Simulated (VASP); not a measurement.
# In in VASP: single point with PBE

Aim: the single point of In with PBE.

Program: VASP 6.6.1. These are calculated values, not measurements. Logs are shortened: lines on timing, memory, paths and dates and some standing lists are left out, and cuts for length are marked.

## 1. The cell of the first run

The cell holds a slab with vacuum, 8 atoms: a = 3.364 Å, b = 3.364 Å, c = 33.899 Å, α = 90.00°, β = 90.00°, γ = 120.00°.

## 2. Single point, PBE

INCAR

```
SYSTEM = In
ALGO = Normal
DIPOL = 0.5 0.5 0.500
EDIFF = 1E-6
ENCUT = 520
GGA = PE
IDIPOL = 3
ISIF = 2
ISMEAR = -1
LASPH = .TRUE.
LCHARG = .FALSE.
LDIPOL = .TRUE.
LREAL = .FALSE.
LWAVE = .FALSE.
NBANDS = 62
NELM = 80
PREC = Accurate
SIGMA = 0.05
```

KPOINTS

```
k-points
0
G
  9 9 1
  0 0 0
```

POSCAR

```
In
1.0
    3.3638438630      0.0000000000      0.0000000000
   -1.6819219315      2.9131742397      0.0000000000
    0.0000000000      0.0000000000     33.8994896300
In
8
Direct
    0.3333333300      0.6666666600      0.2212422689
    0.0000000000      0.0000000000      0.3008873349
    0.6666666700      0.3333333400      0.3805324010
    0.0000000000      0.0000000000      0.4601774670
    0.3333333300      0.6666666600      0.5398225330
    0.0000000000      0.0000000000      0.6194675990
    0.6666666700      0.3333333400      0.6991126651
    0.0000000000      0.0000000000      0.7787577311
```

Potentials or basis: VASP PAW PBE potentials, release 64 (In_d).

Launch:

```console
cat potpaw_PBE.64/In_d/POTCAR > POTCAR
mpirun -np 1 vasp_std > vasp.out
```

OUTCAR:

```text
SYSTEM = In
   EDIFF = 1E-6
   ENCUT = 520
   GGA = PE
   ISIF = 2
   ISMEAR = -1
   LASPH = .TRUE.
   LREAL = .FALSE.
   NELM = 80
   PREC = Accurate

 ion  position               nearest neighbor table
   1  0.333  0.667  0.221-   2 3.33   2 3.33   2 3.33
   2  0.000  0.000  0.301-   1 3.33   3 3.33   1 3.33   1 3.33   3 3.33   3 3.33
   3  0.667  0.333  0.381-   4 3.33   2 3.33   4 3.33   4 3.33   2 3.33   2 3.33
   4  0.000  0.000  0.460-   5 3.33   3 3.33   3 3.33   5 3.33   3 3.33   5 3.33
   5  0.333  0.667  0.540-   4 3.33   6 3.33   4 3.33   4 3.33   6 3.33   6 3.33
   6  0.000  0.000  0.619-   5 3.33   7 3.33   5 3.33   5 3.33   7 3.33   7 3.33
   7  0.667  0.333  0.699-   8 3.33   6 3.33   8 3.33   8 3.33   6 3.33   6 3.33
   8  0.000  0.000  0.779-   7 3.33   7 3.33   7 3.33

  LATTYP: Found a hexagonal cell.
 ALAT       =     3.3638438630
 C/A-ratio  =    10.0776049694

  Lattice vectors:

 A1 = (   3.3638438630,   0.0000000000,   0.0000000000)
 A2 = (  -1.6819219315,   2.9131742397,   0.0000000000)
 A3 = (   0.0000000000,   0.0000000000,  33.8994896300)

Analysis of symmetry for initial positions (statically):
=====================================================================
 Subroutine PRICEL returns:
 Original cell was already a primitive cell.

 Routine SETGRP: Setting up the symmetry group for a
 hexagonal supercell.

 Subroutine GETGRP returns: Found  6 space group operations
 (whereof  6 operations were pure point group operations)
 out of a pool of 24 trial point group operations.

The static configuration has the point symmetry C_3v.

Analysis of symmetry for dynamics (positions and initial velocities):
=====================================================================
 Subroutine PRICEL returns:
 Original cell was already a primitive cell.

 Routine SETGRP: Setting up the symmetry group for a
 hexagonal supercell.

 Subroutine GETGRP returns: Found  6 space group operations
 (whereof  6 operations were pure point group operations)
 out of a pool of 24 trial point group operations.

The dynamic configuration has the point symmetry C_3v.

 Subroutine INISYM returns: Found  6 space group operations
 (whereof  6 operations are pure point group operations),
 and found     1 'primitive' translations

----------------------------------------------------------------------------------------

                                     Primitive cell

  volume of cell :     332.1968

  direct lattice vectors                    reciprocal lattice vectors
     3.363843863  0.000000000  0.000000000     0.297278958  0.171634087  0.000000000
[... 101 lines left out ...]
   EFERMI_NEDOS =   21; number of points for ismear=-14 and -15
   IALGO  =     38    algorithm
   IMIX   =      4    mixing-type and parameters
     AMIX     =   0.40;   BMIX     =  1.00
     AMIX_MAG =   1.60;   BMIX_MAG =  1.00
  volume/ion in A,a.u.               =      41.52       280.22
  Fermi-wavevector in a.u.,A,eV,Ry     =   1.111614  2.100646 16.812534  1.235686
  Thomas-Fermi vector in A             =   2.248179
   LORBIT       =      0    0 simple, 1 ext, 2 COOP (PROOUT), +10 PAW based schemes
   GGA     = PE    functional components
   LHFCALC =     F    Hartree Fock is set to
   AEXX    =    0.0000 exact exchange contribution
   IVDW    =     0    specifies the selected vdW correction
   LEPSILON=     F    determine dielectric tensor
   LRPA    =     F    only Hartree local field effects (RPA)
 non-spin polarized calculation
  energy-cutoff  :      520.00
  volume of cell :      332.20
 maximum number of plane-waves:      8983
 NGX is ok and might be reduce to    28
   NGX = 13   NGY = 13   NGZ =127

 dipolmoment           0.000000      0.000000      0.000012 electrons x Angstroem

 number of electron     103.9999992 magnetization

 dipolmoment           0.000000      0.000000     -0.000179 electrons x Angstroem

 Free energy of the ion-electron system (eV)
  ---------------------------------------------------
  ext. energy  EPLUGINS =         0.00000000
  ---------------------------------------------------
  free energy    TOTEN  =       -20.00448140 eV

  energy without entropy =      -19.95411323  energy(sigma->0) =      -19.97929731

 E-fermi :   3.3235     XC(G=0):  -7.0487

 val. band max:        3.2890111750   @ k =   0.3333   0.0000   0.0000
 cond. band min:       3.3393442965   @ k =   0.4444   0.1111   0.0000
 fundamental gap:      0.0503331214
 Fermi energy:         3.3235173674

 k-point     1 :       0.0000    0.0000    0.0000
  band No.  band energies     occupation
      1     -11.3799      2.00000
      2     -11.3734      2.00000
      3     -11.3529      2.00000
      4     -11.3394      2.00000
      5     -11.3281      2.00000
      6     -11.3281      2.00000
[... 769 lines left out ...]
     61       4.4515      0.00000
     62       4.8229      0.00000

------------------------ aborting loop because EDIFF is reached ----------------------------------------

 vacuum level on the upper side and lower side of the slab       (xc-potential included)        -0.548        -0.577

  FORCE on cell =-STRESS in cart. coord.  units (eV):
  Direction    XX          YY          ZZ          XY          YZ          ZX
  --------------------------------------------------------------------------------------
  -------------------------------------------------------------------------------------
  Total        1.3261872      1.3261872      1.6627802      0.0000000      0.0000000      0.0000000
  in kB        6.3961697      6.3961697      8.0195497      0.0000000      0.0000000      0.0000000
  external PRESSURE =       6.9372964 kB  Pullay stress =       0.0000000 kB

 VOLUME and BASIS-vectors are now :
 -----------------------------------------------------------------------------
  energy-cutoff  :      520.00
  volume of cell :      332.20
      direct lattice vectors                 reciprocal lattice vectors
     3.363843863  0.000000000  0.000000000     0.297278958  0.171634087  0.000000000
    -1.681921932  2.913174240  0.000000000     0.000000000  0.343268173  0.000000000
     0.000000000  0.000000000 33.899489630     0.000000000  0.000000000  0.029498969

 POSITION                                       TOTAL-FORCE (eV/Angst)
 -----------------------------------------------------------------------------------
      0.00000      1.94212      7.50000         0.000000     -0.000000     -0.110430
      0.00000      0.00000     10.19993        -0.000000     -0.000000      0.094544
      1.68192      0.97106     12.89985         0.000000      0.000000     -0.108973
      0.00000      0.00000     15.59978        -0.000000     -0.000000      0.030042
      0.00000      1.94212     18.29971        -0.000000     -0.000000     -0.010267
      0.00000      0.00000     20.99964        -0.000000     -0.000000      0.088428
      1.68192      0.97106     23.69956         0.000000     -0.000000     -0.073941
      0.00000      0.00000     26.39949        -0.000000     -0.000000      0.090598
 -----------------------------------------------------------------------------------
    total drift:                               -0.000000      0.000000     -0.002552

  FREE ENERGIE OF THE ION-ELECTRON SYSTEM (eV)
  ---------------------------------------------------
  free  energy   TOTEN  =       -20.0044814027 eV

  energy  without entropy=      -19.9541132268  energy(sigma->0) =      -19.97929731

 vacuum level on the upper side and lower side of the slab         6.668         6.647
```

Run time: 17 min. Hardware: 1 thread of Intel Xeon 8259CL, shared host; peak memory 0.55 GiB.

Results:

| Quantity | Value |
| --- | --- |
| Free energy | -20.0045 eV |
| Largest force | 0.110 eV/Å |
| Band gap on the k mesh | zero (bands 52 and 53 overlap by 3.20 eV) |

Forces in eV/Å, atoms in the order of the input:
```
In   0.000  0.000 -0.110
In   0.000  0.000  0.095
In   0.000  0.000 -0.109
In   0.000  0.000  0.030
In   0.000  0.000 -0.010
In   0.000  0.000  0.088
In   0.000  0.000 -0.074
In   0.000  0.000  0.091
```

Caveat: spin-orbit coupling is left out, which moves the levels of the heavy elements.

The gap in the log of VASP goes by the Fermi energy; the results here count the filled bands.